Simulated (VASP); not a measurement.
Wanted: the native input for a VASP 6.6.1 run.

- Task: single point
- Functional: PBEsol
- Potentials or basis: VASP PAW PBE potentials, release 64 (H, C, Cl)
- Cutoff: 520 eV
- k mesh: 3 × 3 × 1
- Occupations: gaussian, width 0.05 eV
- Spin: no spin polarisation
- Dipole correction: no
- Further INCAR settings: LREAL = Auto; ALGO = Normal; EDIFF = 1e-07; NBANDS = 60

The structure of H3C8Cl lies in POSCAR:

```
H3C8Cl
1.0
    5.0487420000      0.0000000000      0.0000000000
    2.5243710000      4.3723390000      0.0000000000
    0.0000000000      0.0000000000     15.7764260000
H C Cl
6 16 2
Direct
    0.1666666800      0.1666666700      0.0633857100
    0.6666667300      0.1666666700      0.0633857100
    0.1666666900      0.6666667000      0.0633857100
    0.6666667300      0.6666667000      0.0633857100
    0.0035352726      0.4994211726      0.3634806447
    0.4969989773      0.4994811777      0.3634805042
    0.1666666800      0.1666666700      0.1331100000
    0.6666667300      0.1666666700      0.1331100000
    0.1666666900      0.6666667000      0.1331100000
    0.6666667300      0.6666667000      0.1331100000
   -0.1666666700      0.3333333500      0.1657717100
    0.3333333700      0.3333333500      0.1657717100
   -0.1666666600      0.8333333700      0.1657717100
    0.3333333800      0.8333333700      0.1657717100
   -0.1689584619      0.3379246181      0.2625241150
    0.3344943251      0.3309887618      0.2641685638
   -0.1642262416      0.8320766111      0.2641725898
    0.3321468454      0.8320866273      0.2641755229
   -0.0039717916      0.0079123888      0.2949244448
    0.5039028652     -0.0077768158      0.2955037984
    0.0029441050      0.4995330904      0.2937919617
    0.4975234696      0.4995187675      0.2937920933
    0.5364631137     -0.0729271571      0.4097154464
    0.9665400388      0.0669304473      0.4085081632
```

One way to write it, as run:

INCAR

```
SYSTEM = H3C8Cl
PREC = Accurate
ENCUT = 520
EDIFF = 1E-7
ISMEAR = 0
SIGMA = 0.05
LREAL = Auto
LASPH = .TRUE.
NELM = 100
ALGO = Normal
ISIF = 2
LWAVE = .FALSE.
LCHARG = .FALSE.
GGA = PS
NBANDS = 60
```

KPOINTS

```
Automatic mesh
0
G
  3 3 1
  0 0 0
```

Potentials or basis: VASP PAW PBE potentials, release 64 (H, C, Cl).

Command:

```console
$ cat potpaw_PBE.64/H/POTCAR potpaw_PBE.64/C/POTCAR potpaw_PBE.64/Cl/POTCAR > POTCAR
$ mpirun -np 1 vasp_std > vasp.out
```

It gave:

```
Largest force          : 1.443 eV/Å
Band gap on the k mesh : 1.68 eV, direct
```

Caveat: the k points lie up to 0.48 Å⁻¹ apart; the PAW data sets were made with another functional, which shifts forces and pressure a little.

Wall time 2.7 min on 1 thread of Intel(R) Xeon(R) 6975P-C (Granite Rapids), on a shared host, peak memory 0.45 GiB.
